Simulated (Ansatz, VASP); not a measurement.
ZnB6 in VASP and in Ansatz

```
CELL_PARAMETERS angstrom
4.13245 0.00000 0.00000
0.00000 4.13245 0.00000
0.00000 0.00000 4.13245
ATOMIC_POSITIONS crystal
Zn 0.00000 0.00000 0.00000
B 0.19897 0.50000 0.50000
B 0.50000 0.80103 0.50000
B 0.50000 0.19897 0.50000
B 0.80103 0.50000 0.50000
B 0.50000 0.50000 0.19897
B 0.50000 0.50000 0.80103
```

Change from the starting cell: species swapped into the DyB6 type (Pm-3m, No. 221).

Alike in both runs: functional PBE; k mesh 10 × 10 × 10; occupations gaussian, width 0.1 eV; no spin polarisation.

Ansatz relaxed the structure, and its values are those at the end. VASP's run is a single point on that final structure, the one shown.

|  | VASP | Ansatz |
| --- | --- | --- |
| version | VASP 6.6.1 | Ansatz 0.2.0 |
| potentials or method | VASP PAW PBE potentials, release 64 (Zn, B), cutoff 500 eV | scalar-relativistic, plane waves, PAW |
| valence electrons in the cell | 30 | 30 |

|  | VASP | Ansatz | Ansatz less VASP |
| --- | --- | --- | --- |
| gap on the k mesh at the Fermi level (eV) | none | none | - |
| pressure (GPa) | 0.1 | 0.0 | -0.08 |
| rms of the force components (eV/Å) | 0.010 | 0.000 | -0.0097 |

A gap of «none» marks a metal or a gap that the smearing closes.
